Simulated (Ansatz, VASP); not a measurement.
**One calculation of MgO, two programs**

The input POSCAR:

```
MgO
1.0
    3.4841042127      0.0000000000      0.0174205211
   -1.7420521064      3.0173227576     -0.0087102605
    0.0209284380      0.0000000000      4.1856875957
Mg O
2 2
Direct
    0.6666666667      0.3333333333      0.7500000000
    0.3333333333      0.6666666667      0.2500000000
    0.6666666667      0.3333333333      0.2500000000
    0.3333333333      0.6666666667      0.7500000000
```

File INCAR.step1:

```
SYSTEM = MgO
ALGO = Normal
EDIFF = 1E-4
ENCUT = 520
GGA = PE
ISMEAR = 0
LASPH = .TRUE.
LCHARG = .FALSE.
LREAL = .FALSE.
LWAVE = .TRUE.
NBANDS = 16
NELM = 60
PREC = Accurate
SIGMA = 0.05
```

INCAR.step2

```
SYSTEM = MgO
ALGO = Normal
EDIFF = 1E-6
ENCUT = 520
ISIF = 2
ISMEAR = 0
ISTART = 1
LASPH = .TRUE.
LCHARG = .FALSE.
LMIXTAU = .TRUE.
LREAL = .FALSE.
LWAVE = .FALSE.
METAGGA = R2SCAN
NBANDS = 16
NELM = 60
PREC = Accurate
SIGMA = 0.05
```

The input KPOINTS:

```
k-points
0
G
  6 6 6
  0 0 0
```

Input for Ansatz:

```yaml
crystal:
  lattice:
    - [3.4841042127, 0.0, 0.0174205211]
    - [-1.7420521064, 3.0173227576, -0.0087102605]
    - [0.020928438, 0.0, 4.1856875957]
  atoms:
    - { symbol: Mg, position: [0.6666666667, 0.3333333333, 0.75] }
    - { symbol: Mg, position: [0.3333333333, 0.6666666667, 0.25] }
    - { symbol: O, position: [0.6666666667, 0.3333333333, 0.25] }
    - { symbol: O, position: [0.3333333333, 0.6666666667, 0.75] }
basis:
  ecutwfc: 500
kpoints:
  mp_grid: { grid: [6, 6, 6] }
hamiltonian:
  xc: r2scan
scf:
  occupations: { method: gaussian, width: 0.05 }
output:
  forces: true
  stress: true
  eigenvalues: true
```

Change from the starting cell: strain +0.0100 x Voigt [0, 0, 0, 0, 1, 0], atoms carried along.

Alike in both runs: task single point; functional r2SCAN; k mesh 6 × 6 × 6; occupations gaussian, width 0.05 eV; no spin polarisation.

```csv
,VASP,Ansatz
version,VASP 6.6.1,Ansatz 0.2.0
potentials or method,"VASP PAW PBE potentials, release 64 (Mg, O), cutoff 520 eV","scalar-relativistic, plane waves, PAW"
valence electrons in the cell,16,32
```

|  | VASP | Ansatz | Ansatz less VASP |
| --- | --- | --- | --- |
| gap on the k mesh at the Fermi level (eV) | 4.08 | 4.09 | +0.014 |
| least direct gap on the mesh (eV) | 4.08 | 4.09 | +0.014 |
| pressure (GPa) | -0.8 | 0.0 | +0.80 |
| traceless stress, the component that is largest in VASP (GPa) | -1.23 | -1.22 | +0.009 |

VASP's potentials were made for PBE, not for r2SCAN. VASP's potentials hold 16 valence electrons a cell and Ansatz's 32, so a difference there can come from the potentials and not from the codes.
